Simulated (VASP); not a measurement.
ZnS (Wurtzite-2H):

```
CELL_PARAMETERS angstrom
3.81100 0.00000 0.00000
-1.90550 3.30042 0.00000
0.00000 0.00000 6.23400
ATOMIC_POSITIONS crystal
Zn 0.33333 0.66667 0.00000
Zn 0.66667 0.33333 0.50000
S 0.33333 0.66667 0.38500
S 0.66667 0.33333 0.88500
```

- Program: VASP 6.6.1
- Task: relaxation of cell and atoms
- Functional: PBE
- Potentials or basis: VASP PAW PBE potentials, release 64 (Zn, S)
- Cutoff: 600 eV
- k mesh: 12 × 12 × 4
- Occupations: fermi-dirac, width 0.02 eV
- Spin: no spin polarisation

At the start: pressure 2.5 GPa; volume 19.60 Å³/atom.

Question: Where does the relaxation end?

Answer: Over 12 steps the energy falls by 9.8 meV/atom and the volume is 20.22 Å³/atom (+3.2 %); space group P6_3mc (No. 186, to 0.05 Å).

The path:
| step | energy change (eV) | largest force (eV/Å) | pressure (GPa) | volume (Å³) |
| --- | --- | --- | --- | --- |
| 1 | 0.0000 | 0.3224 | 2.49 | 78.41 |
| 2 | -0.0315 | 0.0914 | -0.84 | 81.91 |
| 3 | -0.0329 | 0.1293 | -0.26 | 81.29 |
| 4 | -0.0329 | 0.1255 | -0.31 | 81.34 |
| 5 | -0.0361 | 0.0684 | -0.11 | 81.10 |
| 6 | -0.0375 | 0.0142 | -0.01 | 80.87 |
| 7 | -0.0356 | 0.1067 | 0.48 | 80.42 |
| 8 | -0.0376 | 0.0088 | 0.07 | 80.78 |
| 9 | -0.0391 | 0.0048 | 0.11 | 80.78 |
| 10 | -0.0391 | 0.0078 | 0.12 | 80.79 |
| 11 | -0.0391 | 0.0016 | -0.08 | 81.01 |
| 12 | -0.0391 | 0.0050 | 0.00 | 80.90 |

Final structure:
```
CELL_PARAMETERS angstrom
3.84744 0.00000 0.00000
-1.92372 3.33198 0.00000
0.00000 0.00000 6.31045
ATOMIC_POSITIONS crystal
Zn 0.33333 0.66667 0.00518
Zn 0.66667 0.33333 0.50518
S 0.33333 0.66667 0.37982
S 0.66667 0.33333 0.87982
```
